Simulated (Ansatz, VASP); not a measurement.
## Two plane-wave programs on Sn2H

```xyz
6
Lattice="4.7019 0.0000 0.0000 -2.3509 4.0719 0.0000 0.0000 0.0000 5.7342" Properties=species:S:1:pos:R:3 pbc="T T T"
Sn    0.0000    0.0000    2.8671
Sn    0.0000    0.0000    0.0000
Sn    2.3509    1.3573    1.4336
Sn    0.0000    2.7146    4.3007
H     2.3509    1.3573    4.3007
H     0.0000    2.7146    1.4336
```

Change from the starting cell: species swapped into the Mn2Ge type (P6_3/mmc, No. 194).

Alike in both runs: task single point; functional PBE; k mesh 6 × 6 × 4; occupations gaussian, width 0.1 eV; no spin polarisation.

|  | VASP | Ansatz |
| --- | --- | --- |
| version | VASP 6.6.1 | Ansatz 0.2.0 |
| potentials or method | VASP PAW PBE potentials, release 64 (Sn_d, H), cutoff 520 eV | scalar-relativistic, plane waves, PAW |
| valence electrons in the cell | 58 | 58 |

Ansatz gave:

```
gap on the k mesh at the Fermi level (eV)                     : none
pressure (GPa)                                                : 6.8
traceless stress, the component that is largest in VASP (GPa) : -0.14
```

Problem. What did VASP give for the same quantities?

Solution. gap on the k mesh at the Fermi level (eV): none; pressure (GPa): 6.8; traceless stress, the component that is largest in VASP (GPa): -0.15.

A gap of «none» marks a metal or a gap that the smearing closes. With one functional, cell and mesh, what is left measures potentials, basis and numerics.
